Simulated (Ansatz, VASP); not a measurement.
# One calculation of TiAl, two programs

```
CELL_PARAMETERS angstrom
3.43339 0.00000 0.00000
0.00000 3.43339 0.00000
0.00000 0.00000 2.92474
ATOMIC_POSITIONS crystal
Ti 0.00000 0.00000 0.00000
Al 0.50000 0.50000 0.50000
```

Change from the starting cell: strain +0.080 along x and y, -0.080 along z, atoms carried along.

Alike in both runs: task single point; functional PBE; k mesh 16 × 16 × 16; occupations gaussian, width 0.15 eV; no spin polarisation.

```csv
,VASP,Ansatz
version,VASP 6.6.1,Ansatz 0.2.0
potentials or method,"VASP PAW PBE potentials, release 64 (Ti_sv, Al), cutoff 520 eV","scalar-relativistic, plane waves, PAW"
valence electrons in the cell,15,15
```

Ansatz gave:

```
gap on the k mesh at the Fermi level (eV)                     : none
pressure (GPa)                                                : -5.4
traceless stress, the component that is largest in VASP (GPa) : -0.33
```

What did VASP give for the same quantities?

gap on the k mesh at the Fermi level (eV): none; pressure (GPa): -5.4; traceless stress, the component that is largest in VASP (GPa): -0.34.

A gap of «none» marks a metal or a gap that the smearing closes.
